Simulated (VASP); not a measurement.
Write the native input for VASP 6.6.1 that does the following.

```
Task                   : relaxation of cell and atoms
Functional             : PBE
Potentials or basis    : VASP PAW PBE potentials, release 64 (Ag, La, S)
Cutoff                 : 600 eV
k mesh                 : 5 × 5 × 2
Occupations            : tetrahedron
Spin                   : no spin polarisation
Dipole correction      : no
Further INCAR settings : ALGO = Normal; EDIFF = 1e-06; IBRION = 2; EDIFFG = -0.01; NSW = 60; ISIF = 3
```

The structure of LaAgS2 lies in POSCAR:

```
LaAgS2
1.0
    4.1091400000      0.0000000000      0.0000000000
    0.0000000000      4.1091400000      0.0000000000
    0.0000000000      0.0000000000     10.1686830000
Ag La S
2 2 4
Direct
    0.7500000000      0.2500000000      0.0000000000
    0.2500000000      0.7500000000      0.0000000000
    0.2500000000      0.2500000000      0.7651000000
    0.7500000000      0.7500000000      0.2349000000
    0.2500000000      0.2500000000      0.3220000000
    0.7500000000      0.7500000000      0.6780000000
    0.7500000000      0.2500000000      0.5000000000
    0.2500000000      0.7500000000      0.5000000000
```

These files were run (other wordings do the same):

INCAR

```
ALGO = Normal
EDIFF = 1E-6
EDIFFG = -0.01
ENCUT = 600
GGA = PE
IBRION = 2
ISIF = 3
ISMEAR = -5
LASPH = T
LCHARG = F
LREAL = F
LWAVE = F
NELM = 100
NSW = 60
PREC = Accurate
SIGMA = 0.1
```

KPOINTS

```
k-points
0
Gamma
  5 5 2
```

Potentials or basis: VASP PAW PBE potentials, release 64 (Ag, La, S).

Launch:

```sh
$ cat potpaw_PBE.64/Ag/POTCAR potpaw_PBE.64/La/POTCAR potpaw_PBE.64/S/POTCAR > POTCAR
$ mpirun -np 1 vasp_std > vasp.out
```

Results of the run:

* Relaxed volume: 24.14 Å³/atom
* Relaxed cell: a = 3.933 Å, b = 3.933 Å, c = 12.480 Å, α = 90.00°, β = 90.00°, γ = 90.00°
* Space group after relaxing (to 0.1 Å): P4/nmm (No. 129)
* Energy gained by relaxing: 747.6 meV/atom
* Ionic steps: 29
* Pressure after relaxing: 0.0 GPa
* Largest force after relaxing: 0.008 eV/Å
* Band gap on the k mesh: zero (bands 34 and 35 overlap by 1.62 eV)

Caveat: a cell axis changed by over 15 % at a fixed basis, so the end point is rough; spin-orbit coupling is left out, which moves the levels of the heavy elements; tetrahedron occupations give inexact forces and stress in metals.

Wall time 22 min on 1 thread of Intel(R) Xeon(R) 6975P-C (Granite Rapids) (shared host), peak memory 0.42 GiB.
